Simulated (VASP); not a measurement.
# Re (a cell with a defect) in VASP: single point with LDA

Aim: the single point of Re (a cell with a defect) with LDA.

Everything below comes from runs of VASP 6.6.1. Logs are shortened: lines on timing, memory, paths and dates and some standing lists are left out, and cuts for length are marked.

## Step 1: The cell of the first run

The cell holds a defect, 13 atoms: a = 5.520 Å, b = 8.280 Å, c = 4.457 Å, α = 90.00°, β = 90.00°, γ = 120.00°.

## Step 2: Single point, LDA

Input file INCAR:

```
SYSTEM = Re
ALGO = Normal
EDIFF = 1E-6
ENCUT = 410
GGA = CA
GGA_COMPAT = .FALSE.
ISIF = 2
ISMEAR = 0
LASPH = .TRUE.
LCHARG = .TRUE.
LELF = .TRUE.
LREAL = .FALSE.
LVHAR = .TRUE.
LWAVE = .FALSE.
NBANDS = 110
NELM = 120
PREC = Accurate
SIGMA = 0.05
```

Input file KPOINTS:

```
k-points
0
G
  4 3 4
  0 0 0
```

Input file POSCAR:

```
Re
1.0
    5.5200000000      0.0000000000      0.0000000000
   -4.1400000000      7.1706900000      0.0000000000
    0.0000000000      0.0000000000      4.4574000000
Re
13
Direct
    0.0030634018      0.0333120116     -0.0051971747
    0.2114737219      0.2278498729      0.5334151054
    0.0862646165      0.3653617691      0.0589575183
    0.2192309125      0.5767637353      0.5241093579
   -0.0102118627      0.6270064519     -0.0127609419
    0.1067791677      0.8593729460      0.3529308894
    0.3649626211     -0.0623029866     -0.2070897201
    0.7563387124      0.2792236306      0.6324473115
    0.5142767956      0.3353334126      0.0520213908
    0.6754440156      0.5521299416      0.5259240622
    0.5462354609      0.6878327987      0.0411029266
    0.7194574274      0.8805217650      0.5544868385
    0.6290634092      0.0782055514      0.2215912360
```

Potentials or basis: VASP PAW LDA potentials, release 64 (Re_sv_GW).

Started as:

```sh
cat potpaw_LDA.64/Re_sv_GW/POTCAR > POTCAR
mpirun -np 1 vasp_std > vasp.out
```

OUTCAR:

```text
SYSTEM = Re
   EDIFF = 1E-6
   ENCUT = 410
   GGA = CA
   ISIF = 2
   ISMEAR = 0
   LASPH = .TRUE.
   LREAL = .FALSE.
   NELM = 120
   PREC = Accurate

 ion  position               nearest neighbor table
   1  0.003  0.033  0.995-   6 2.40  12 2.43  13 2.49   2 2.51   3 2.57   7 2.65   9 2.69  11 2.71
                             2 2.80  12 2.88
   2  0.211  0.228  0.533-   1 2.51   9 2.59  10 2.63   3 2.65   9 2.73   8 2.79   1 2.80  12 2.80
                             3 2.84   8 2.85   4 2.87   6 2.92  13 3.13   7 3.14
   3  0.086  0.365  0.059-   8 2.48   9 2.50   5 2.50  13 2.56   1 2.57   4 2.57  11 2.61   2 2.65
                             4 2.83   2 2.84   8 3.01   9 3.04
   4  0.219  0.577  0.524-   8 2.56   5 2.56   3 2.57  10 2.63  12 2.65  11 2.66  11 2.78   6 2.81
                             3 2.83   5 2.83   2 2.87  10 2.91   7 2.93
   5  0.990  0.627  0.987-   6 2.35   3 2.50   7 2.52   9 2.54  10 2.56   4 2.56  11 2.75   4 2.83
                            10 2.84  11 2.86   8 2.96   6 3.30
   6  0.107  0.859  0.353-   7 2.32   5 2.35   1 2.40  12 2.40  10 2.58  13 2.59   7 2.79   4 2.81
                             2 2.92  11 3.02   5 3.30
   7  0.365  0.938  0.793-   6 2.32  13 2.33  12 2.47   5 2.52   1 2.65   8 2.66   6 2.79  13 2.88
                            11 2.93   4 2.93   2 3.14   9 3.18
   8  0.756  0.279  0.632-  13 2.33   9 2.47   3 2.48   4 2.56  10 2.56   7 2.66   2 2.79   2 2.85
                             5 2.96  13 3.00   3 3.01   9 3.05  12 3.22
   9  0.514  0.335  0.052-   8 2.47   3 2.50   5 2.54   2 2.59  13 2.62  10 2.62   1 2.69   2 2.73
                            10 2.81  11 2.84   3 3.04   8 3.05   7 3.18
  10  0.675  0.552  0.526-   8 2.56   5 2.56   6 2.58  12 2.61   9 2.62   2 2.63   4 2.63  11 2.69
                            11 2.80   9 2.81   5 2.84   4 2.91
  11  0.546  0.688  0.041-  12 2.58   3 2.61   4 2.66  12 2.68  10 2.69   1 2.71   5 2.75   4 2.78
                            10 2.80   9 2.84   5 2.86   7 2.93   6 3.02  13 3.13
  12  0.719  0.881  0.554-   6 2.40   1 2.43  13 2.44   7 2.47  11 2.58  10 2.61   4 2.65  11 2.68
                             2 2.80   1 2.88   8 3.22
  13  0.629  0.078  0.222-   7 2.33   8 2.33  12 2.44   1 2.49   3 2.56   6 2.59   9 2.62   7 2.88
                             8 3.00   2 3.13  11 3.13

  LATTYP: Found a simple monoclinic cell.
 ALAT       =     5.5200000000
 B/A-ratio  =     0.8075000000
 C/A-ratio  =     1.3228755945
 COS(beta)  =    -0.1889822452

  Lattice vectors:

 A1 = (   5.5200000000,   0.0000000000,   0.0000000000)
 A2 = (   0.0000000000,   0.0000000000,   4.4574000000)
 A3 = (  -1.3800000000,  -7.1706900000,   0.0000000000)

Analysis of symmetry for initial positions (statically):
=====================================================================
 Subroutine PRICEL returns:
 Original cell was already a primitive cell.

 Routine SETGRP: Setting up the symmetry group for a
 simple monoclinic supercell.

 Subroutine GETGRP returns: Found  1 space group operations
 (whereof  1 operations were pure point group operations)
 out of a pool of  4 trial point group operations.

The static configuration has the point symmetry C_1 .

Analysis of symmetry for dynamics (positions and initial velocities):
=====================================================================
 Subroutine PRICEL returns:
 Original cell was already a primitive cell.

 Routine SETGRP: Setting up the symmetry group for a
 simple monoclinic supercell.

 Subroutine GETGRP returns: Found  1 space group operations
 (whereof  1 operations were pure point group operations)
 out of a pool of  4 trial point group operations.

The dynamic configuration has the point symmetry C_1 .

 Subroutine INISYM returns: Found  1 space group operations
 (whereof  1 operations are pure point group operations),
 and found     1 'primitive' translations

----------------------------------------------------------------------------------------

                                     Primitive cell

  volume of cell :     176.4337

  direct lattice vectors                    reciprocal lattice vectors
     5.520000000  0.000000000  0.000000000     0.181159420  0.104592445  0.000000000
    -4.140000000  7.170690000  0.000000000     0.000000000  0.139456593  0.000000000
     0.000000000  0.000000000  4.457400000     0.000000000  0.000000000  0.224346031

  length of vectors
     5.520000000  8.279999703  4.457400000     0.209184883  0.139456593  0.224346031

  position of ions in fractional coordinates (direct lattice)
     0.003063402  0.033312012  0.994802825
     0.211473722  0.227849873  0.533415105
     0.086264617  0.365361769  0.058957518
     0.219230913  0.576763735  0.524109358
     0.989788137  0.627006452  0.987239058
     0.106779168  0.859372946  0.352930889
     0.364962621  0.937697013  0.792910280
     0.756338712  0.279223631  0.632447312
     0.514276796  0.335333413  0.052021391
     0.675444016  0.552129942  0.525924062
     0.546235461  0.687832799  0.041102927
     0.719457427  0.880521765  0.554486838
     0.629063409  0.078205551  0.221591236

  ion indices of the primitive-cell ions
   primitive index   ion index
                 1           1
                 2           2
                 3           3
                 4           4
                 5           5
                 6           6
                 7           7
                 8           8
                 9           9
                10          10
                11          11
                12          12
                13          13

----------------------------------------------------------------------------------------

 KPOINTS: k-points

Automatic generation of k-mesh.
 Grid dimensions read from file:
 generate k-points for:    4    3    4

 Generating k-lattice:

  Cartesian coordinates                     Fractional coordinates (reciprocal lattice)
     0.045289855  0.026148111  0.000000000     0.250000000  0.000000000  0.000000000
     0.000000000  0.046485531  0.000000000     0.000000000  0.333333333  0.000000000
     0.000000000  0.000000000  0.056086508     0.000000000  0.000000000  0.250000000

  Length of vectors
     0.052296221  0.046485531  0.056086508

  Shift w.r.t. Gamma in fractional coordinates (k-lattice)
     0.000000000  0.000000000  0.000000000

 Subroutine IBZKPT returns following result:
 ===========================================

 Found     26 irreducible k-points:

 Following reciprocal coordinates:
            Coordinates               Weight
  0.000000  0.000000  0.000000      1.000000
  0.250000  0.000000  0.000000      2.000000
  0.500000  0.000000  0.000000      1.000000
  0.000000  0.333333  0.000000      2.000000
  0.250000  0.333333  0.000000      2.000000
  0.500000  0.333333  0.000000      2.000000
[... 16 lines left out ...]
  0.000000  0.333333  0.500000      2.000000
  0.250000  0.333333  0.500000      2.000000
 [... further k-points ...]
   k-points           NKPTS =     26   k-points in BZ     NKDIM =     26   number of bands    NBANDS=    110
   number of dos      NEDOS =    301   number of ions     NIONS =     13
   total plane-waves  NPLWV =  60480
   dimension x,y,z NGX =    36 NGY =   56 NGZ =   30
   dimension x,y,z NGXF=    72 NGYF=  112 NGZF=   60
   ions per type =              13
   NGX,Y,Z   is equivalent  to a cutoff of  10.84, 11.24, 11.19 a.u.
   NGXF,Y,Z  is equivalent  to a cutoff of  21.68, 22.49, 22.38 a.u.
 SYSTEM =  Re
   PREC   = accura    normal or accurate (medium, high low for compatibility)
   ISTART =      0    job   : 0-new  1-cont  2-samecut
   ICHARG =      2    charge: 1-file 2-atom 10-const
   ISPIN  =      1    spin polarized calculation?
   LNONCOLLINEAR =      F non collinear calculations
   LSORBIT =      F    spin-orbit coupling
   LASPH  =      T    aspherical Exc in radial PAW
   ENCUT  =  410.0 eV  30.13 Ry    5.49 a.u.   9.11 13.67  7.36*2*pi/ulx,y,z
   NELM   =    120;   NELMIN=  2; NELMDL= -5     # of ELM steps
   EDIFF  = 0.1E-05   stopping-criterion for ELM
   LREAL  =      F    real-space projection
   EDIFFG = 0.1E-04   stopping-criterion for IOM
   NSW    =      0    number of steps for IOM
   IBRION =     -1    ionic relax: 0-MD 1-quasi-New 2-CG
   NFREE  =      0    steps in history (QN), initial steepest desc. (CG)
   ISIF   =      2    stress and relaxation
   ISYM   =      2    0-nonsym 1-usesym 2-fastsym
   POTIM  = 0.5000    time-step for ionic-motion
   TEBEG  =    0.0;   TEEND  =   0.0 temperature during run
   PSTRESS=    0.0 pullay stress
   NELECT =     195.0000    total number of electrons
   NUPDOWN=      -1.0000    fix difference up-down
   EMIN   =  10.00;   EMAX   =-10.00  energy-range for DOS
   EFERMI =   0.00;   METHOD = LEGACY
   ISMEAR =     0;   SIGMA  =   0.05  broadening in eV -4-tet -1-fermi 0-gaus
   EFERMI_NEDOS =   21; number of points for ismear=-14 and -15
   IALGO  =     38    algorithm
   IMIX   =      4    mixing-type and parameters
     AMIX     =   0.40;   BMIX     =  1.00
     AMIX_MAG =   1.60;   BMIX_MAG =  1.00
  volume/ion in A,a.u.               =      13.57        91.59
  Fermi-wavevector in a.u.,A,eV,Ry     =   1.692619  3.198586 38.980125  2.864958
  Thomas-Fermi vector in A             =   2.774173
   LORBIT       =      0    0 simple, 1 ext, 2 COOP (PROOUT), +10 PAW based schemes
   GGA     = CA    functional components
   LHFCALC =     F    Hartree Fock is set to
   AEXX    =    0.0000 exact exchange contribution
   IVDW    =     0    specifies the selected vdW correction
   LEPSILON=     F    determine dielectric tensor
   LRPA    =     F    only Hartree local field effects (RPA)
 non-spin polarized calculation
 Gauss-broadening in eV      SIGMA  =   0.05
  energy-cutoff  :      410.00
  volume of cell :      176.43
 maximum number of plane-waves:      3356
   NGX = 19   NGY = 27   NGZ = 15

 number of electron     195.0000008 magnetization

 Free energy of the ion-electron system (eV)
  ---------------------------------------------------
  ext. energy  EPLUGINS =         0.00000000
  ---------------------------------------------------
  free energy    TOTEN  =      -191.80290759 eV

  energy without entropy =     -191.79597583  energy(sigma->0) =     -191.79944171

 E-fermi :  14.7029     XC(G=0): -14.8538

 val. band max:       14.6997174681   @ k =   0.5000   0.0000   0.2500
 cond. band min:      14.7216613883   @ k =   0.5000   0.3333   0.5000
 fundamental gap:      0.0219439202
 Fermi energy:        14.7028814637

 k-point     1 :       0.0000    0.0000    0.0000
  band No.  band energies     occupation
      1     -65.2772      2.00000
      2     -65.1180      2.00000
      3     -65.0321      2.00000
      4     -65.0099      2.00000
      5     -64.9443      2.00000
      6     -64.9124      2.00000
[... 101 lines left out ...]
    108      16.9698      0.00000
    109      17.0982      0.00000

 k-point     2 :       0.2500    0.0000    0.0000
  band No.  band energies     occupation
      1     -65.2648      2.00000
      2     -65.1300      2.00000
      3     -65.0427      2.00000
      4     -64.9970      2.00000
      5     -64.9505      2.00000
      6     -64.9311      2.00000
[... 2456 lines left out ...]
 k-point    24 :       0.2500    0.3333    0.5000
  band No.  band energies     occupation
      1     -65.2002      2.00000
      2     -65.1413      2.00000
      3     -65.0521      2.00000
      4     -65.0219      2.00000
      5     -64.9701      2.00000
      6     -64.9141      2.00000
[... 101 lines left out ...]
    108      16.7186      0.00000
    109      16.8531      0.00000

 [... further k-points ...]

 [bands above 109 left out]

------------------------ aborting loop because EDIFF is reached ----------------------------------------

  FORCE on cell =-STRESS in cart. coord.  units (eV):
  Direction    XX          YY          ZZ          XY          YZ          ZX
  --------------------------------------------------------------------------------------
  -------------------------------------------------------------------------------------
  Total       46.2758270     48.1544041     55.7862605      8.4288345      8.7046562      1.6556494
  in kB      420.2262107    437.2853832    506.5895168     76.5414125     79.0461222     15.0347884
  external PRESSURE =     454.7003703 kB  Pullay stress =       0.0000000 kB

 VOLUME and BASIS-vectors are now :
 -----------------------------------------------------------------------------
  energy-cutoff  :      410.00
  volume of cell :      176.43
      direct lattice vectors                 reciprocal lattice vectors
     5.520000000  0.000000000  0.000000000     0.181159420  0.104592445  0.000000000
    -4.140000000  7.170690000  0.000000000     0.000000000  0.139456593  0.000000000
     0.000000000  0.000000000  4.457400000     0.000000000  0.000000000  0.224346031

 POSITION                                       TOTAL-FORCE (eV/Angst)
 -----------------------------------------------------------------------------------
     -0.12100      0.23887      4.43423         0.015675      0.007533     -0.009935
      0.22404      1.63384      2.37764         0.006738     -0.014429     -0.008161
     -1.03642      2.61990      0.26280         0.005378      0.000359      0.000320
     -1.17765      4.13579      2.33617        -0.003186      0.015115     -0.009945
      2.86782      4.49607      4.40052        -0.008969     -0.000966     -0.000743
     -2.96838      6.16230      1.57315         0.030653      0.022844      0.010544
     -1.86747      6.72393      3.53432        -0.001600     -0.004494      0.005051
      3.01900      2.00223      2.81907        -0.001366     -0.020935     -0.005979
      1.45053      2.40457      0.23188        -0.002793     -0.002157      0.011146
      1.44263      3.95915      2.34425        -0.006988     -0.015647      0.007107
      0.16759      4.93224      0.18321         0.001254      0.024917      0.001187
      0.32604      6.31395      2.47157        -0.010402      0.002805      0.013045
      3.14866      0.56079      0.98772        -0.024393     -0.014945     -0.013636
 -----------------------------------------------------------------------------------
    total drift:                               -0.000789     -0.001030      0.000704

  FREE ENERGIE OF THE ION-ELECTRON SYSTEM (eV)
  ---------------------------------------------------
  free  energy   TOTEN  =      -191.8029075893 eV

  energy  without entropy=     -191.7959758265  energy(sigma->0) =     -191.79944171
```

Wall time 10 min (1 thread of Intel Xeon Platinum 8259CL at 2.50GHz (Skylake/Cascade Lake), shared host); peak memory 0.35 GiB.

What came out:

```yaml
Free_energy: -191.8029 eV
Pressure: 45.5 GPa
Largest_force: 0.040 eV/Å
Band_gap_on_the_k_mesh: zero (an odd number of electrons rules out a gap without spin polarisation)
```

Forces on the atoms (eV/Å):
```
Re   0.016  0.008 -0.010
Re   0.007 -0.014 -0.008
Re   0.005  0.000  0.000
Re  -0.003  0.015 -0.010
Re  -0.009 -0.001 -0.001
Re   0.031  0.023  0.011
Re  -0.002 -0.004  0.005
Re  -0.001 -0.021 -0.006
Re  -0.003 -0.002  0.011
Re  -0.007 -0.016  0.007
Re   0.001  0.025  0.001
Re  -0.010  0.003  0.013
Re  -0.024 -0.015 -0.014
```

Levels at points of the mesh, in eV from the Fermi level:
```csv
k point,band 93,band 94,band 95,band 96,band 97,band 98,band 99,band 100,band 101,band 102
"(0.00, 0.00, 0.00)",-1.03,-0.85,-0.63,-0.54,-0.39,-0.27,0.08,0.48,0.70,0.93
"(0.50, 0.00, 0.00)",-0.87,-0.84,-0.71,-0.55,-0.36,-0.11,0.14,0.23,0.67,1.02
"(0.00, 0.00, 0.50)",-1.10,-0.94,-0.72,-0.17,0.07,0.13,0.47,0.54,0.70,0.79
"(0.50, 0.00, 0.50)",-1.13,-0.77,-0.51,-0.41,-0.28,0.12,0.26,0.42,0.55,0.76
```

Caveat: spin-orbit coupling is left out, which moves the levels of the heavy elements.

The gap in the log of VASP goes by the Fermi energy; the results here count the filled bands.